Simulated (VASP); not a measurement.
MoS2:

```
Mo S
1.0
     3.46818    0.00000    0.00000
    -1.73409    3.00354    0.00000
     0.00000    0.00000   12.60752
Mo S
2 4
Direct
  0.33333 0.66667 0.25000
  0.66667 0.33333 0.75000
  0.66667 0.33333 0.38430
  0.66667 0.33333 0.11570
  0.33333 0.66667 0.88430
  0.33333 0.66667 0.61570
```

- Program: VASP 6.6.1
- Task: relaxation of cell and atoms
- Functional: PBE
- Dispersion: D3(BJ)
- Potentials or basis: VASP PAW PBE potentials, release 64 (Mo_sv, S)
- Cutoff: 600 eV
- k mesh: 12 × 12 × 2
- Occupations: fermi-dirac, width 0.02 eV
- Spin: no spin polarisation

At the start: pressure -23.5 GPa; volume 21.89 Å³/atom.

How do energy, volume and symmetry change on relaxing?

Over 16 steps the energy falls by 489.0 meV/atom and the volume is 17.31 Å³/atom (-20.9 %); space group P6_3/mmc (No. 194, to 0.05 Å).

Step by step:
```tsv
step	energy change (eV)	largest force (eV/Å)	pressure (GPa)	volume (Å³)
1	0.0000	2.8025	-23.51	131.33
2	4.0167	9.7390	92.16	79.24
3	-2.8036	0.0346	-3.76	106.09
4	-2.8226	0.2732	-1.84	104.88
5	-2.8254	0.4071	-0.75	104.24
6	-2.9282	0.0792	0.37	102.07
7	-2.9284	0.0574	0.33	102.17
8	-2.9284	0.0484	0.30	102.21
9	-2.9296	0.0947	-0.21	102.67
10	-2.9297	0.1180	-0.45	102.90
11	-2.9303	0.1071	-0.43	102.96
12	-2.9317	0.0762	-0.28	103.14
13	-2.9334	0.0135	-0.03	103.50
14	-2.9321	0.1120	0.51	104.22
15	-2.9337	0.0254	0.13	103.72
16	-2.9337	0.0043	-0.02	103.88
```

Final structure:
```
Mo S
1.0
     3.14966    0.00000    0.00000
    -1.57483    2.72769    0.00000
     0.00000    0.00000   12.09085
Mo S
2 4
Direct
  0.33333 0.66667 0.25000
  0.66667 0.33333 0.75000
  0.66667 0.33333 0.37941
  0.66667 0.33333 0.12059
  0.33333 0.66667 0.87941
  0.33333 0.66667 0.62059
```

Caveat: the volume moved by over 15 % at a fixed basis, so the end points are rough.
